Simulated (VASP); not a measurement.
# Lu2AlGe2 (Immm) in VASP: single point with PBE

Aim: the single point of Lu2AlGe2 with PBE.

All numbers are computed with VASP 6.6.1; they aren't measurements. Logs are shortened: lines on timing, memory, paths and dates and some standing lists are left out, and cuts for length are marked.

## 1. The cell of the first run

The structure is orthorhombic, space group Immm (No. 71). The conventional cell has a = 4.052 Å, b = 5.929 Å, c = 8.457 Å, α = 90.00°, β = 90.00°, γ = 90.00°. Lu (site symmetry mm2) has 6 Ge at 2.96 to 3.00 Å and 4 Al at 3.16 to 3.47 Å and 7 Lu at 3.59 to 4.05 Å within 4.1 Å. Within 3.4 Å of Ge (site symmetry m2m) lie 2 Ge at 2.56 to 3.37 Å and 2 Al at 2.63 Å and 6 Lu at 2.96 to 3.00 Å. Within 3.5 Å of Al (site symmetry mmm) lie 4 Ge at 2.63 Å and 8 Lu at 3.16 to 3.47 Å.

## 2. Single point, PBE

Input file INCAR:

```
SYSTEM = Lu2AlGe2
  ALGO = Normal
  EDIFF = 1E-6
  ENCUT = 520
  GGA = PE
  ISIF = 2
  ISMEAR = 1
  LASPH = .TRUE.
  LCHARG = .FALSE.
  LREAL = .FALSE.
  LWAVE = .FALSE.
  NBANDS = 48
  NELM = 60
  PREC = Accurate
  SIGMA = 0.0118
```

Input file KPOINTS:

```
k-points
0
G
  6 6 6
  0 0 0
```

Input file POSCAR:

```
Lu2AlGe2
1.0
    0.0000000000      0.0000003565      4.0517744496
    4.2287249282     -2.9643099885      2.0258874856
    4.2287249282      2.9643099885     -2.0258874856
Lu Ge Al
2 2 1
Direct
    0.5000000000      0.7124830686      0.7124830686
    0.5000000000      0.2875169314      0.2875169314
    0.7839673920      0.7160326080      0.2839673920
    0.2160326080      0.2839673920      0.7160326080
    0.0000000000      0.0000000000      0.0000000000
```

Potentials or basis: VASP PAW PBE potentials, release 64 (Lu, Ge_d, Al).

The run is started by

```console
$ cat potpaw_PBE.64/Lu/POTCAR potpaw_PBE.64/Ge_d/POTCAR potpaw_PBE.64/Al/POTCAR > POTCAR
$ mpirun -np 1 vasp_std > vasp.out
```

OUTCAR:

```text
SYSTEM = Lu2AlGe2
   EDIFF = 1E-6
   ENCUT = 520
   GGA = PE
   ISIF = 2
   ISMEAR = 1
   LASPH = .TRUE.
   LREAL = .FALSE.
   NELM = 60
   PREC = Accurate

 ion  position               nearest neighbor table
   1  0.500  0.712  0.712-   3 2.96   4 2.96   3 3.00   4 3.00   4 3.00   3 3.00   5 3.16   5 3.16
                             5 3.47   5 3.47   2 3.59   2 3.65   2 3.65   2 3.65   2 3.65
   2  0.500  0.288  0.288-   4 2.96   3 2.96   3 3.00   4 3.00   4 3.00   3 3.00   5 3.16   5 3.16
                             5 3.47   5 3.47   1 3.59   1 3.65   1 3.65   1 3.65   1 3.65
   3  0.784  0.716  0.284-   4 2.56   5 2.63   5 2.63   1 2.96   2 2.96   1 3.00   2 3.00   2 3.00
                             1 3.00
   4  0.216  0.284  0.716-   3 2.56   5 2.63   5 2.63   2 2.96   1 2.96   2 3.00   1 3.00   1 3.00
                             2 3.00
   5  0.000  0.000  0.000-   3 2.63   4 2.63   3 2.63   4 2.63   2 3.16   1 3.16   2 3.16   1 3.16
                             1 3.47   2 3.47   1 3.47   2 3.47

  LATTYP: Found a body centered orthorhombic cell.
 ALAT       =     4.0517744496
 B/A-ratio  =     1.4632157854
 C/A-ratio  =     2.0873446836

  Lattice vectors:

 A1 = (  -4.2287249282,   2.9643099885,  -2.0258874856)
 A2 = (  -4.2287249282,  -2.9643099885,   2.0258874856)
 A3 = (   4.2287249282,   2.9643103450,   2.0258869640)

Analysis of symmetry for initial positions (statically):
=====================================================================
 Subroutine PRICEL returns:
 Original cell was already a primitive cell.

 Routine SETGRP: Setting up the symmetry group for a
 body centered orthorhombic supercell.

 Subroutine GETGRP returns: Found  8 space group operations
 (whereof  8 operations were pure point group operations)
 out of a pool of  8 trial point group operations.

The static configuration has the point symmetry D_2h.

Analysis of symmetry for dynamics (positions and initial velocities):
=====================================================================
 Subroutine PRICEL returns:
 Original cell was already a primitive cell.

 Routine SETGRP: Setting up the symmetry group for a
 body centered orthorhombic supercell.

 Subroutine GETGRP returns: Found  8 space group operations
 (whereof  8 operations were pure point group operations)
 out of a pool of  8 trial point group operations.

The dynamic configuration has the point symmetry D_2h.

 Subroutine INISYM returns: Found  8 space group operations
 (whereof  8 operations are pure point group operations),
 and found     1 'primitive' translations

----------------------------------------------------------------------------------------

                                     Primitive cell

  volume of cell :     101.5800

  direct lattice vectors                    reciprocal lattice vectors
     0.000000000  0.000000356  4.051774450     0.000000000  0.168673329  0.246805431
     4.228724928 -2.964309989  2.025887486     0.118238951 -0.168673307  0.000000015
     4.228724928  2.964309989 -2.025887486     0.118238951  0.168673307 -0.000000015

  length of vectors
     4.051774450  5.547383918  5.547383918     0.298937473  0.205988189  0.205988189

  position of ions in fractional coordinates (direct lattice)
     0.500000000  0.712483069  0.712483069
     0.500000000  0.287516931  0.287516931
     0.783967392  0.716032608  0.283967392
     0.216032608  0.283967392  0.716032608
     0.000000000  0.000000000  0.000000000

  ion indices of the primitive-cell ions
   primitive index   ion index
                 1           1
                 2           2
                 3           3
                 4           4
                 5           5

----------------------------------------------------------------------------------------

 KPOINTS: k-points

Automatic generation of k-mesh.
 Grid dimensions read from file:
 generate k-points for:    6    6    6

 Generating k-lattice:

  Cartesian coordinates                     Fractional coordinates (reciprocal lattice)
     0.000000000  0.028112222  0.041134239     0.166666667  0.000000000 -0.000000000
     0.019706492 -0.028112218  0.000000002    -0.000000000  0.166666667 -0.000000000
     0.019706492  0.028112218 -0.000000002     0.000000000 -0.000000000  0.166666667

  Length of vectors
     0.049822912  0.034331365  0.034331365

  Shift w.r.t. Gamma in fractional coordinates (k-lattice)
     0.000000000  0.000000000  0.000000000

 Subroutine IBZKPT returns following result:
 ===========================================

 Found     46 irreducible k-points:

 Following reciprocal coordinates:
            Coordinates               Weight
  0.000000  0.000000  0.000000      1.000000
  0.166667 -0.000000  0.000000      4.000000
  0.333333 -0.000000  0.000000      4.000000
  0.500000  0.000000  0.000000      2.000000
  0.000000  0.166667  0.000000      4.000000
  0.166667  0.166667  0.000000      4.000000
[... 16 lines left out ...]
  0.500000  0.166667  0.166667      4.000000
 -0.000000  0.333333  0.166667      4.000000
 [... further k-points ...]
   k-points           NKPTS =     46   k-points in BZ     NKDIM =     46   number of bands    NBANDS=     48
   number of dos      NEDOS =    301   number of ions     NIONS =      5
   total plane-waves  NPLWV =  52920
   dimension x,y,z NGX =    30 NGY =   42 NGZ =   42
   dimension x,y,z NGXF=    60 NGYF=   84 NGZF=   84
   ions per type =               2   2   1
   NGX,Y,Z   is equivalent  to a cutoff of  12.31, 12.59, 12.59 a.u.
   NGXF,Y,Z  is equivalent  to a cutoff of  24.62, 25.17, 25.17 a.u.
 SYSTEM =  Lu2AlGe2
   PREC   = accura    normal or accurate (medium, high low for compatibility)
   ISTART =      0    job   : 0-new  1-cont  2-samecut
   ICHARG =      2    charge: 1-file 2-atom 10-const
   ISPIN  =      1    spin polarized calculation?
   LNONCOLLINEAR =      F non collinear calculations
   LSORBIT =      F    spin-orbit coupling
   LASPH  =      T    aspherical Exc in radial PAW
   ENCUT  =  520.0 eV  38.22 Ry    6.18 a.u.   7.53 10.31 10.31*2*pi/ulx,y,z
   NELM   =     60;   NELMIN=  2; NELMDL= -5     # of ELM steps
   EDIFF  = 0.1E-05   stopping-criterion for ELM
   LREAL  =      F    real-space projection
   EDIFFG = 0.1E-04   stopping-criterion for IOM
   NSW    =      0    number of steps for IOM
   IBRION =     -1    ionic relax: 0-MD 1-quasi-New 2-CG
   NFREE  =      0    steps in history (QN), initial steepest desc. (CG)
   ISIF   =      2    stress and relaxation
   ISYM   =      2    0-nonsym 1-usesym 2-fastsym
   POTIM  = 0.5000    time-step for ionic-motion
   TEBEG  =    0.0;   TEEND  =   0.0 temperature during run
   PSTRESS=    0.0 pullay stress
   NELECT =      81.0000    total number of electrons
   NUPDOWN=      -1.0000    fix difference up-down
   EMIN   =  10.00;   EMAX   =-10.00  energy-range for DOS
   EFERMI =   0.00;   METHOD = LEGACY
   ISMEAR =     1;   SIGMA  =   0.01  broadening in eV -4-tet -1-fermi 0-gaus
   EFERMI_NEDOS =   21; number of points for ismear=-14 and -15
   IALGO  =     38    algorithm
   IMIX   =      4    mixing-type and parameters
     AMIX     =   0.40;   BMIX     =  1.00
     AMIX_MAG =   1.60;   BMIX_MAG =  1.00
  volume/ion in A,a.u.               =      20.32       137.10
  Fermi-wavevector in a.u.,A,eV,Ry     =   1.518100  2.868793 31.356364  2.304628
  Thomas-Fermi vector in A             =   2.627266
   LORBIT       =      0    0 simple, 1 ext, 2 COOP (PROOUT), +10 PAW based schemes
   GGA     = PE    functional components
   LHFCALC =     F    Hartree Fock is set to
   AEXX    =    0.0000 exact exchange contribution
   IVDW    =     0    specifies the selected vdW correction
   LEPSILON=     F    determine dielectric tensor
   LRPA    =     F    only Hartree local field effects (RPA)
 non-spin polarized calculation
 Methfessel and Paxton  Order N= 1 SIGMA  =   0.01
  energy-cutoff  :      520.00
  volume of cell :      101.58
 maximum number of plane-waves:      2759
   NGX = 15   NGY = 21   NGZ = 21

 number of electron      81.0000008 magnetization

 Free energy of the ion-electron system (eV)
  ---------------------------------------------------
  ext. energy  EPLUGINS =         0.00000000
  ---------------------------------------------------
  free energy    TOTEN  =       -25.13283042 eV

  energy without entropy =      -25.13277973  energy(sigma->0) =      -25.13281353

 E-fermi :   5.1051     XC(G=0): -11.2648

 val. band max:        5.0870177787   @ k =   0.0000  -0.1667   0.1667
 cond. band min:       5.1052665420   @ k =   0.0000   0.5000   0.3333
 fundamental gap:      0.0182487633
 Fermi energy:         5.1050835061

 k-point     1 :       0.0000    0.0000    0.0000
  band No.  band energies     occupation
      1     -50.8977      2.00000
      2     -50.8854      2.00000
      3     -21.6709      2.00000
      4     -21.6440      2.00000
      5     -21.5881      2.00000
      6     -21.5645      2.00000
[... 40 lines left out ...]
     47       9.4563      0.00000
     48       9.6122      0.00000

 k-point     2 :       0.1667   -0.0000    0.0000
  band No.  band energies     occupation
      1     -50.8963      2.00000
      2     -50.8863      2.00000
      3     -21.6531      2.00000
      4     -21.6481      2.00000
      5     -21.5882      2.00000
      6     -21.5580      2.00000
[... 40 lines left out ...]
     47       9.3563      0.00000
     48       9.8731      0.00000

 k-point     3 :       0.3333   -0.0000    0.0000
  band No.  band energies     occupation
      1     -50.8935      2.00000
      2     -50.8882      2.00000
      3     -21.6593      2.00000
      4     -21.6556      2.00000
      5     -21.6307      2.00000
      6     -21.5617      2.00000
[... 40 lines left out ...]
     47       9.3100      0.00000
     48       9.5725      0.00000

 k-point     4 :       0.5000    0.0000    0.0000
  band No.  band energies     occupation
      1     -50.8921      2.00000
      2     -50.8891      2.00000
      3     -21.6817      2.00000
      4     -21.6655      2.00000
      5     -21.6534      2.00000
      6     -21.5527      2.00000
[... 958 lines left out ...]
     47       9.1727      0.00000
     48       9.7395      0.00000

 k-point    23 :       0.5000    0.1667    0.1667
  band No.  band energies     occupation
      1     -50.8920      2.00000
      2     -50.8891      2.00000
      3     -21.6794      2.00000
      4     -21.6679      2.00000
      5     -21.6505      2.00000
      6     -21.5556      2.00000
[... 40 lines left out ...]
     47       9.6046      0.00000
     48       9.8754      0.00000

 k-point    24 :      -0.0000    0.3333    0.1667
  band No.  band energies     occupation
      1     -50.8959      2.00000
      2     -50.8873      2.00000
      3     -21.6731      2.00000
      4     -21.6534      2.00000
      5     -21.5867      2.00000
      6     -21.5604      2.00000
[... 40 lines left out ...]
     47       9.1230      0.00000
     48       9.2154      0.00000

 [... further k-points ...]
[... 5 lines left out ...]
  --------------------------------------------------------------------------------------
  -------------------------------------------------------------------------------------
  Total        0.1699217      0.1079835      0.1088483      0.0000000      0.0000000      0.0000000
  in kB        2.6801001      1.7031771      1.7168173      0.0000000      0.0000000      0.0000000
  external PRESSURE =       2.0333648 kB  Pullay stress =       0.0000000 kB

 VOLUME and BASIS-vectors are now :
 -----------------------------------------------------------------------------
  energy-cutoff  :      520.00
  volume of cell :      101.58
      direct lattice vectors                 reciprocal lattice vectors
     0.000000000  0.000000356  4.051774450     0.000000000  0.168673329  0.246805431
     4.228724928 -2.964309989  2.025887486     0.118238951 -0.168673307  0.000000015
     4.228724928  2.964309989 -2.025887486     0.118238951  0.168673307 -0.000000015

 POSITION                                       TOTAL-FORCE (eV/Angst)
 -----------------------------------------------------------------------------------
      6.02579      0.00000      2.02589         0.001599      0.000000      0.000000
      2.43166      0.00000      2.02589        -0.001599      0.000000      0.000000
      4.22872     -1.28077      4.05177         0.000000     -0.003545      0.000000
      4.22872      1.28078     -0.00000         0.000000      0.003545     -0.000000
      0.00000      0.00000      0.00000         0.000000      0.000000      0.000000
 -----------------------------------------------------------------------------------
    total drift:                               -0.000000     -0.000000      0.000000

  FREE ENERGIE OF THE ION-ELECTRON SYSTEM (eV)
  ---------------------------------------------------
  free  energy   TOTEN  =       -25.1328304229 eV

  energy  without entropy=      -25.1327797305  energy(sigma->0) =      -25.13281353
```

Run time: 3.6 min. Hardware: 1 thread of AMD EPYC 7R13 (Zen 3), shared host; peak memory 0.33 GiB.

Results:

- Free energy: -25.1328 eV
- Pressure: 0.2 GPa
- Largest force: 0.004 eV/Å
- Band gap on the k mesh: zero (an odd number of electrons rules out a gap without spin polarisation)

Forces on the atoms (eV/Å):
```
Lu   0.002  0.000  0.000
Lu  -0.002  0.000  0.000
Ge   0.000 -0.004  0.000
Ge   0.000  0.004  0.000
Al   0.000  0.000  0.000
```

Caveat: spin-orbit coupling is left out, which moves the levels of the heavy elements.
